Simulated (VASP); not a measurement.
Here is a VASP 6.6.1 calculation.

File INCAR:

```
SYSTEM = HfN
ALGO = Normal
EDIFF = 1E-6
EDIFFG = -0.01
ENCUT = 600
GGA = PS
IBRION = 2
ISIF = 3
ISMEAR = -1
LASPH = .TRUE.
LCHARG = .FALSE.
LREAL = .FALSE.
LWAVE = .FALSE.
NELM = 60
NSW = 60
PREC = Accurate
PSTRESS = 20.0
SIGMA = 0.05
```

The input KPOINTS:

```
k-points
0
G
  9 9 9
  0 0 0
```

POSCAR

```
HfN
1.0
    0.0000000000      2.4548220000      2.4548220000
    2.4548220000      0.0000000000      2.4548220000
    2.4548220000      2.4548220000      0.0000000000
Hf N
1 1
Direct
    0.0000000000      0.0000000000      0.0000000000
    0.2500000000      0.2500000000      0.2500000000
```

Potentials or basis: VASP PAW PBE potentials, release 64 (Hf_pv, N).

Run with:

```console
$ cat potpaw_PBE.64/Hf_pv/POTCAR potpaw_PBE.64/N/POTCAR > POTCAR
$ mpirun -np 1 vasp_std > vasp.out
```

Q: What does it give for the relaxed cell?

A: a = 3.425 Å, b = 3.425 Å, c = 3.425 Å, α = 60.00°, β = 60.00°, γ = 60.00°.

Q: Estimate the space group after relaxing (to 0.05 Å).

A: F-43m (No. 216).

Step by step:
| step | energy change (eV) | largest force (eV/Å) | pressure (GPa) | volume (Å³) |
| --- | --- | --- | --- | --- |
| 1 | 0.0000 | 0.0000 | -5.99 | 29.59 |
| 2 | 0.1018 | 0.0000 | 19.07 | 26.54 |
| 3 | -0.0159 | 0.0000 | 1.83 | 28.44 |
| 4 | -0.0156 | 0.0000 | 2.01 | 28.42 |

Caveat: the cell is relaxed towards a set pressure, so the enthalpy falls and the energy may rise; the PAW data sets were made with another functional, which shifts forces and pressure a little.
